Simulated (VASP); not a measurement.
# Re (P-3m1) in VASP: notebook

The runs below take Re through single point, with PBEsol.

Everything below comes from runs of VASP 6.6.1. Logs are shortened: lines on timing, memory, paths and dates and some standing lists are left out, and cuts for length are marked.

### 1 The cell of the first run

The structure is trigonal, space group P-3m1 (No. 164). Conventional cell: a = 2.727 Å, b = 2.727 Å, c = 4.406 Å, α = 90.00°, β = 90.00°, γ = 120.00°. Within 3.4 Å of Re (site symmetry 3m) lie 12 Re at 2.60 to 2.82 Å.

### 2 Single point, PBEsol

INCAR reads:

```
SYSTEM = Re
  ALGO = Normal
  EDIFF = 1E-7
  ENCUT = 520
  GGA = PS
  ISIF = 2
  ISMEAR = 0
  LASPH = .True.
  LCHARG = .True.
  LELF = .True.
  LREAL = .False.
  LVHAR = .True.
  LWAVE = .False.
  NBANDS = 14
  NELM = 80
  PREC = Accurate
  SIGMA = 0.15
```

KPOINTS reads:

```
k-points
0
Gamma
  18 18 10
  0 0 0
```

POSCAR reads:

```
Re
1.0
    2.7274678575      0.0000000000      0.0000000000
   -1.3637339288      2.3620564526      0.0000000000
    0.0000000000      0.0000000000      4.4064109239
Re
2
Direct
    0.3333333333      0.6666666667      0.2344034496
    0.6666666667      0.3333333333      0.7655965504
```

Potentials or basis: VASP PAW PBE potentials, release 64 (Re).

On the command line:

```sh
$ cat potpaw_PBE.64/Re/POTCAR > POTCAR
$ mpirun -np 1 vasp_std > vasp.out
```

OUTCAR:

```text
SYSTEM = Re
   EDIFF = 1E-7
   ENCUT = 520
   GGA = PS
   ISIF = 2
   ISMEAR = 0
   LASPH = .True.
   LREAL = .False.
   NELM = 80
   PREC = Accurate

 ion  position               nearest neighbor table
   1  0.333  0.667  0.234-   2 2.60   2 2.60   2 2.60   2 2.82   2 2.82   2 2.82
   2  0.667  0.333  0.766-   1 2.60   1 2.60   1 2.60   1 2.82   1 2.82   1 2.82

  LATTYP: Found a hexagonal cell.
 ALAT       =     2.7274678575
 C/A-ratio  =     1.6155684151

  Lattice vectors:

 A1 = (   2.7274678575,   0.0000000000,   0.0000000000)
 A2 = (  -1.3637339288,   2.3620564526,   0.0000000000)
 A3 = (   0.0000000000,   0.0000000000,   4.4064109239)

Analysis of symmetry for initial positions (statically):
=====================================================================
 Subroutine PRICEL returns:
 Original cell was already a primitive cell.

 Routine SETGRP: Setting up the symmetry group for a
 hexagonal supercell.

 Subroutine GETGRP returns: Found 12 space group operations
 (whereof 12 operations were pure point group operations)
 out of a pool of 24 trial point group operations.

The static configuration has the point symmetry D_3d.

Analysis of symmetry for dynamics (positions and initial velocities):
=====================================================================
 Subroutine PRICEL returns:
 Original cell was already a primitive cell.

 Routine SETGRP: Setting up the symmetry group for a
 hexagonal supercell.

 Subroutine GETGRP returns: Found 12 space group operations
 (whereof 12 operations were pure point group operations)
 out of a pool of 24 trial point group operations.

The dynamic configuration has the point symmetry D_3d.

 Subroutine INISYM returns: Found 12 space group operations
 (whereof 12 operations are pure point group operations),
 and found     1 'primitive' translations

----------------------------------------------------------------------------------------

                                     Primitive cell

  volume of cell :      28.3880

  direct lattice vectors                    reciprocal lattice vectors
     2.727467858  0.000000000  0.000000000     0.366640434  0.211679953  0.000000000
    -1.363733929  2.362056453  0.000000000     0.000000000  0.423359907  0.000000000
     0.000000000  0.000000000  4.406410924     0.000000000  0.000000000  0.226942066

  length of vectors
     2.727467858  2.727467858  4.406410924     0.423359907  0.423359907  0.226942066

  position of ions in fractional coordinates (direct lattice)
     0.333333333  0.666666667  0.234403450
     0.666666667  0.333333333  0.765596550

  ion indices of the primitive-cell ions
   primitive index   ion index
                 1           1
                 2           2

----------------------------------------------------------------------------------------

 KPOINTS: k-points

Automatic generation of k-mesh.
 Grid dimensions read from file:
 generate k-points for:   18   18   10

 Generating k-lattice:

  Cartesian coordinates                     Fractional coordinates (reciprocal lattice)
     0.020368913  0.011759997  0.000000000     0.055555556  0.000000000  0.000000000
     0.000000000  0.023519995  0.000000000     0.000000000  0.055555556  0.000000000
     0.000000000  0.000000000  0.022694207     0.000000000  0.000000000  0.100000000

  Length of vectors
     0.023519995  0.023519995  0.022694207

  Shift w.r.t. Gamma in fractional coordinates (k-lattice)
     0.000000000  0.000000000  0.000000000

 Subroutine IBZKPT returns following result:
 ===========================================

 Found    330 irreducible k-points:

 Following reciprocal coordinates:
            Coordinates               Weight
  0.000000  0.000000  0.000000      1.000000
  0.055556  0.000000  0.000000      6.000000
  0.111111  0.000000  0.000000      6.000000
  0.166667  0.000000  0.000000      6.000000
  0.222222  0.000000  0.000000      6.000000
  0.277778  0.000000  0.000000      6.000000
[... 16 lines left out ...]
  0.333333  0.111111  0.000000     12.000000
  0.388889  0.111111  0.000000     12.000000
 [... further k-points ...]
   k-points           NKPTS =    330   k-points in BZ     NKDIM =    330   number of bands    NBANDS=     14
   number of dos      NEDOS =    301   number of ions     NIONS =      2
   total plane-waves  NPLWV =  14400
   dimension x,y,z NGX =    20 NGY =   20 NGZ =   36
   dimension x,y,z NGXF=    40 NGYF=   40 NGZF=   72
   ions per type =               2
   NGX,Y,Z   is equivalent  to a cutoff of  12.19, 12.19, 13.58 a.u.
   NGXF,Y,Z  is equivalent  to a cutoff of  24.38, 24.38, 27.16 a.u.
 SYSTEM =  Re
   PREC   = accura    normal or accurate (medium, high low for compatibility)
   ISTART =      0    job   : 0-new  1-cont  2-samecut
   ICHARG =      2    charge: 1-file 2-atom 10-const
   ISPIN  =      1    spin polarized calculation?
   LNONCOLLINEAR =      F non collinear calculations
   LSORBIT =      F    spin-orbit coupling
   LASPH  =      T    aspherical Exc in radial PAW
   ENCUT  =  520.0 eV  38.22 Ry    6.18 a.u.   5.07  5.07  8.19*2*pi/ulx,y,z
   NELM   =     80;   NELMIN=  2; NELMDL= -5     # of ELM steps
   EDIFF  = 0.1E-06   stopping-criterion for ELM
   LREAL  =      F    real-space projection
   EDIFFG = 0.1E-05   stopping-criterion for IOM
   NSW    =      0    number of steps for IOM
   IBRION =     -1    ionic relax: 0-MD 1-quasi-New 2-CG
   NFREE  =      0    steps in history (QN), initial steepest desc. (CG)
   ISIF   =      2    stress and relaxation
   ISYM   =      2    0-nonsym 1-usesym 2-fastsym
   POTIM  = 0.5000    time-step for ionic-motion
   TEBEG  =    0.0;   TEEND  =   0.0 temperature during run
   PSTRESS=    0.0 pullay stress
   NELECT =      14.0000    total number of electrons
   NUPDOWN=      -1.0000    fix difference up-down
   EMIN   =  10.00;   EMAX   =-10.00  energy-range for DOS
   EFERMI =   0.00;   METHOD = LEGACY
   ISMEAR =     0;   SIGMA  =   0.15  broadening in eV -4-tet -1-fermi 0-gaus
   EFERMI_NEDOS =   21; number of points for ismear=-14 and -15
   IALGO  =     38    algorithm
   IMIX   =      4    mixing-type and parameters
     AMIX     =   0.40;   BMIX     =  1.00
     AMIX_MAG =   1.60;   BMIX_MAG =  1.00
  volume/ion in A,a.u.               =      14.19        95.79
  Fermi-wavevector in a.u.,A,eV,Ry     =   1.293419  2.444207 22.761628  1.672932
  Thomas-Fermi vector in A             =   2.425066
   LORBIT       =      0    0 simple, 1 ext, 2 COOP (PROOUT), +10 PAW based schemes
   GGA     = PS    functional components
   LHFCALC =     F    Hartree Fock is set to
   AEXX    =    0.0000 exact exchange contribution
   IVDW    =     0    specifies the selected vdW correction
   LEPSILON=     F    determine dielectric tensor
   LRPA    =     F    only Hartree local field effects (RPA)
 non-spin polarized calculation
 Gauss-broadening in eV      SIGMA  =   0.15
  energy-cutoff  :      520.00
  volume of cell :       28.39
 maximum number of plane-waves:       782
   NGX = 11   NGY = 11   NGZ = 17

 number of electron      14.0000000 magnetization

 Free energy of the ion-electron system (eV)
  ---------------------------------------------------
  ext. energy  EPLUGINS =         0.00000000
  ---------------------------------------------------
  free energy    TOTEN  =       -26.65866824 eV

  energy without entropy =      -26.64537930  energy(sigma->0) =      -26.65202377

 E-fermi :   8.1050     XC(G=0): -14.0010

 val. band max:        8.1042609809   @ k =   0.1667   0.0000   0.0000
 cond. band min:       8.1074808960   @ k =   0.3333   0.3333   0.1000
 fundamental gap:      0.0032199151
 Fermi energy:         8.1049722427

 k-point     1 :       0.0000    0.0000    0.0000
  band No.  band energies     occupation
      1      -1.9675      2.00000
      2       1.2036      2.00000
      3       6.3987      2.00000
      4       6.3987      2.00000
      5       6.4635      2.00000
      6       7.1630      2.00000
      7       7.1630      2.00000
      8       8.5398      0.00004
      9       8.5398      0.00004
     10       9.0711      0.00000
     11      11.8165      0.00000
     12      11.8165      0.00000
     13      18.2202      0.00000
     14      22.3407      0.00000

 k-point     2 :       0.0556    0.0000    0.0000
  band No.  band energies     occupation
      1      -1.8343      2.00000
      2       1.3289      2.00000
      3       6.0134      2.00000
      4       6.5192      2.00000
      5       6.7963      2.00000
      6       7.0592      2.00000
      7       7.2461      2.00000
      8       8.3004      0.06537
      9       8.4684      0.00061
     10       8.6972      0.00000
     11      11.8914      0.00000
     12      12.4444      0.00000
     13      18.2506      0.00000
     14      22.6433      0.00000

 k-point     3 :       0.1111    0.0000    0.0000
  band No.  band energies     occupation
      1      -1.4468      2.00000
      2       1.6801      2.00000
      3       5.5330      2.00000
      4       6.7353      2.00000
      5       6.8720      2.00000
      6       7.1113      2.00000
      7       7.4234      2.00000
      8       7.5140      2.00000
      9       8.3653      0.01410
     10       8.3966      0.00597
     11      12.0782      0.00000
     12      13.6992      0.00000
     13      18.2968      0.00000
     14      23.4849      0.00000

 k-point     4 :       0.1667    0.0000    0.0000
  band No.  band energies     occupation
      1      -0.8428      2.00000
      2       2.1648      2.00000
      3       5.0555      2.00000
      4       6.1201      2.00000
      5       6.5971      2.00000
      6       7.2882      2.00000
      7       7.5614      2.00000
      8       7.7763      1.99805
      9       8.1043      1.00535
     10       8.5842      0.00001
     11      12.3047      0.00000
     12      15.1121      0.00000
     13      18.2707      0.00000
     14      24.5681      0.00000

 k-point     5 :       0.2222    0.0000    0.0000
  band No.  band energies     occupation
      1      -0.0930      2.00000
      2       2.5603      2.00000
      3       4.6843      2.00000
      4       5.3531      2.00000
      5       6.2576      2.00000
      6       7.0726      2.00000
      7       7.7905      1.99697
      8       8.2885      0.08360
      9       8.4268      0.00241
     10       9.2092      0.00000
     11      12.5155      0.00000
[... 276 lines left out ...]
 k-point    22 :       0.2778    0.1111    0.0000
  band No.  band energies     occupation
      1       1.7367      2.00000
      2       2.7644      2.00000
      3       3.5156      2.00000
      4       4.9130      2.00000
      5       5.9952      2.00000
      6       6.7312      2.00000
      7       7.3401      2.00000
      8       9.6372      0.00000
      9      10.7705      0.00000
     10      11.9593      0.00000
     11      12.5584      0.00000
     12      17.8491      0.00000
     13      19.8100      0.00000
     14      20.6602      0.00000

 k-point    23 :       0.3333    0.1111    0.0000
  band No.  band energies     occupation
      1       2.1672      2.00000
      2       2.4966      2.00000
      3       3.0857      2.00000
      4       5.3464      2.00000
      5       5.9680      2.00000
      6       6.9327      2.00000
      7       7.2711      2.00000
      8      10.5974      0.00000
      9      11.5935      0.00000
     10      12.5921      0.00000
     11      13.1019      0.00000
     12      18.0371      0.00000
     13      18.7717      0.00000
     14      20.5370      0.00000

 k-point    24 :       0.3889    0.1111    0.0000
  band No.  band energies     occupation
      1       2.2220      2.00000
      2       2.4466      2.00000
      3       2.8139      2.00000
      4       5.7530      2.00000
      5       6.0041      2.00000
      6       6.7612      2.00000
      7       7.5789      2.00000
      8      11.5790      0.00000
      9      12.1305      0.00000
     10      12.5916      0.00000
     11      14.1402      0.00000
     12      16.9943      0.00000
     13      18.6264      0.00000
     14      19.6666      0.00000

 [... further k-points ...]
[... 5 lines left out ...]
  --------------------------------------------------------------------------------------
  -------------------------------------------------------------------------------------
  Total        2.3578622      2.3578622      2.7908951     -0.0000000      0.0000000      0.0000000
  in kB      133.0742686    133.0742686    157.5140077     -0.0000000      0.0000000      0.0000000
  external PRESSURE =     141.2208483 kB  Pullay stress =       0.0000000 kB

 VOLUME and BASIS-vectors are now :
 -----------------------------------------------------------------------------
  energy-cutoff  :      520.00
  volume of cell :       28.39
      direct lattice vectors                 reciprocal lattice vectors
     2.727467858  0.000000000  0.000000000     0.366640434  0.211679953  0.000000000
    -1.363733929  2.362056453  0.000000000     0.000000000  0.423359907  0.000000000
     0.000000000  0.000000000  4.406410924     0.000000000  0.000000000  0.226942066

 POSITION                                       TOTAL-FORCE (eV/Angst)
 -----------------------------------------------------------------------------------
     -0.00000      1.57470      1.03288         0.000000     -0.000000      1.195357
      1.36373      0.78735      3.37353        -0.000000      0.000000     -1.195357
 -----------------------------------------------------------------------------------
    total drift:                               -0.000000      0.000000      0.000000

  FREE ENERGIE OF THE ION-ELECTRON SYSTEM (eV)
  ---------------------------------------------------
  free  energy   TOTEN  =       -26.6586682378 eV

  energy  without entropy=      -26.6453793021  energy(sigma->0) =      -26.65202377
```

Wall time 50 s (1 thread of Intel Xeon 6975P-C (Granite Rapids), shared host); peak memory 0.23 GiB.

Results:

- Free energy: -26.6587 eV
- Pressure: 14.1 GPa
- Largest force: 1.195 eV/Å
- Band gap on the k mesh: zero (band 7 reaches 9.78 eV, above the bottom of band 8 at 6.50 eV)

Forces in eV/Å, atoms in the order of the input:
```
Re   0.000  0.000  1.195
Re   0.000  0.000 -1.195
```

Stress tensor (GPa, compression positive):
```
13.31  0.00  0.00
 0.00 13.31  0.00
 0.00  0.00 15.75
```

Levels at points of the mesh, in eV from the Fermi level:
```csv
k point,band 4,band 5,band 6,band 7,band 8,band 9,band 10,band 11
"(0.00, 0.00, 0.00)",-1.71,-1.64,-0.94,-0.94,0.43,0.43,0.97,3.71
"(0.50, 0.00, 0.00)",-2.05,-1.66,-1.32,-0.48,4.24,4.61,5.00,6.47
"(0.00, 0.00, 0.50)",-1.88,-1.88,-1.78,-1.78,-1.60,2.46,2.46,3.19
"(0.50, 0.00, 0.50)",-3.80,-0.22,1.08,1.13,1.16,4.46,4.54,4.73
```

Caveat: the PAW data sets were made with another functional, which shifts forces and pressure a little; spin-orbit coupling is left out, which moves the levels of the heavy elements.

(Continued in part 2 of 2.)
